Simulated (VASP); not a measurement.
Mo:

```
Mo
1.0
     0.00000    2.67750    2.67750
     2.67750    0.00000    2.67750
     2.67750    2.67750    0.00000
Mo
2
Direct
  0.87500 0.87500 0.87500
  0.12500 0.12500 0.12500
```

| Property | Result |
| --- | --- |
| Program | VASP 6.6.1 |
| Task | relaxation of cell and atoms |
| Functional | PBEsol |
| Potentials or basis | VASP PAW PBE potentials, release 64 (Mo_sv) |
| Cutoff | 600 eV |
| k mesh | 12 × 12 × 12 |
| Occupations | fermi-dirac, width 0.08 eV |
| Spin | no spin polarisation |

At the start: pressure 23.0 GPa; volume 19.20 Å³/atom.

**Question.** Where does the relaxation end?

**Answer.** Over 27 steps the energy falls by 189.4 meV/atom and the volume is 22.18 Å³/atom (+15.5 %); space group Fd-3m (No. 227, to 0.05 Å).

Step by step:
| step | energy change (eV) | largest force (eV/Å) | pressure (GPa) | volume (Å³) |
| --- | --- | --- | --- | --- |
| 1 | 0.0000 | 0.0000 | 23.04 | 38.39 |
| 2 | 0.3614 | 0.0000 | -17.03 | 55.86 |
| 3 | -0.3775 | 0.0000 | -1.05 | 44.77 |
| 4 | -0.3788 | 0.0000 | -0.18 | 44.43 |
| 5 | -0.3788 | 0.0000 | 0.05 | 44.30 |
| 6 | -0.3788 | 0.0000 | 0.16 | 44.30 |
| 7 | -0.3788 | 0.0000 | 0.16 | 44.30 |
| 8 | -0.3788 | 0.0000 | 0.15 | 44.30 |
| 9 | -0.3788 | 0.0000 | 0.15 | 44.30 |
| 10 | -0.3788 | 0.0000 | 0.15 | 44.30 |
| 11 | -0.3788 | 0.0000 | 0.15 | 44.30 |
| 12 | -0.3788 | 0.0000 | 0.15 | 44.30 |
| 13 | -0.3788 | 0.0000 | 0.15 | 44.30 |
| 14 | -0.3788 | 0.0000 | 0.15 | 44.30 |
| 15 | -0.3788 | 0.0000 | 0.15 | 44.30 |
| 16 | -0.3788 | 0.0000 | 0.15 | 44.30 |
| 17 | -0.3788 | 0.0000 | 0.16 | 44.30 |
| 18 | -0.3788 | 0.0000 | 0.16 | 44.30 |
| 19 | -0.3788 | 0.0000 | 0.17 | 44.31 |
| 20 | -0.3788 | 0.0000 | 0.17 | 44.31 |
| 21 | -0.3788 | 0.0000 | 0.14 | 44.31 |
| 22 | -0.3788 | 0.0000 | 0.13 | 44.32 |
| 23 | -0.3789 | 0.0000 | 0.10 | 44.33 |
| 24 | -0.3789 | 0.0000 | 0.04 | 44.36 |
| 25 | -0.3788 | 0.0000 | -0.11 | 44.42 |
| 26 | -0.3788 | 0.0000 | -0.13 | 44.40 |
| 27 | -0.3789 | 0.0000 | -0.02 | 44.36 |

Final structure:
```
Mo
1.0
     0.00000    2.80957    2.80957
     2.80957    0.00000    2.80957
     2.80957    2.80957    0.00000
Mo
2
Direct
  0.87500 0.87500 0.87500
  0.12500 0.12500 0.12500
```

Caveat: the volume moved by over 15 % at a fixed basis, so the end points are rough; the PAW data sets were made with another functional, which shifts forces and pressure a little.
